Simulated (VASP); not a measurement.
Write the native input for VASP 6.6.1 that does the following.

- Task: single point
- Functional: r2SCAN
- Potentials or basis: VASP PAW PBE potentials, release 64 (Hg)
- Cutoff: 520 eV
- k mesh: 14 × 14 × 8
- Occupations: gaussian, width 0.05 eV
- Spin: no spin polarisation
- Dipole correction: no
- Further INCAR settings: ALGO = Normal; EDIFF = 1e-07; NBANDS = 19

The system is Hg.

```xyz
2
Lattice="3.4743 0.0000 0.0000 -1.7372 3.0089 0.0000 0.0000 0.0000 5.3836" Properties=species:S:1:pos:R:3 pbc="T T T"
Hg    0.0000    2.0059    4.0377
Hg    1.7372    1.0030    1.3459
```

The input as run:

POSCAR

```
Hg
1.0
    3.4743421248      0.0000000000      0.0000000000
   -1.7371710624      3.0088685415      0.0000000000
    0.0000000000      0.0000000000      5.3836028597
Hg
2
Direct
    0.3333333333      0.6666666667      0.7500000000
    0.6666666667      0.3333333333      0.2500000000
```

INCAR.step1

```
SYSTEM = Hg
  ALGO = Normal
  EDIFF = 1E-4
  ENCUT = 520
  GGA = PE
  ISMEAR = 0
  LASPH = .TRUE.
  LCHARG = .FALSE.
  LREAL = .FALSE.
  LWAVE = .TRUE.
  NBANDS = 19
  NELM = 100
  PREC = Accurate
  SIGMA = 0.05
```

INCAR.step2

```
SYSTEM = Hg
  ALGO = Normal
  EDIFF = 1E-7
  ENCUT = 520
  ISIF = 2
  ISMEAR = 0
  ISTART = 1
  LASPH = .TRUE.
  LCHARG = .FALSE.
  LMIXTAU = .TRUE.
  LREAL = .FALSE.
  LWAVE = .FALSE.
  METAGGA = R2SCAN
  NBANDS = 19
  NELM = 100
  PREC = Accurate
  SIGMA = 0.05
```

KPOINTS

```
k-points
0
G
  14 14 8
  0 0 0
```

Potentials or basis: VASP PAW PBE potentials, release 64 (Hg).

Run with:

```sh
$ cat potpaw_PBE.64/Hg/POTCAR > POTCAR
$ cp INCAR.step1 INCAR
$ mpirun -np 1 vasp_std > vasp.out
$ cp INCAR.step2 INCAR
$ mpirun -np 1 vasp_std > vasp.out
```

Results of the run:

| Property | Result |
| --- | --- |
| Pressure | 0.2 GPa |
| Band gap on the k mesh | zero (bands 12 and 13 overlap by 0.11 eV) |

Caveat: the PAW data sets were made with another functional, which shifts forces and pressure a little; spin-orbit coupling is left out, which moves the levels of the heavy elements.

It took 18 min on 1 thread of AMD EPYC 7R43 64-Core Processor (Zen 3) (shared host), peak memory 0.22 GiB.
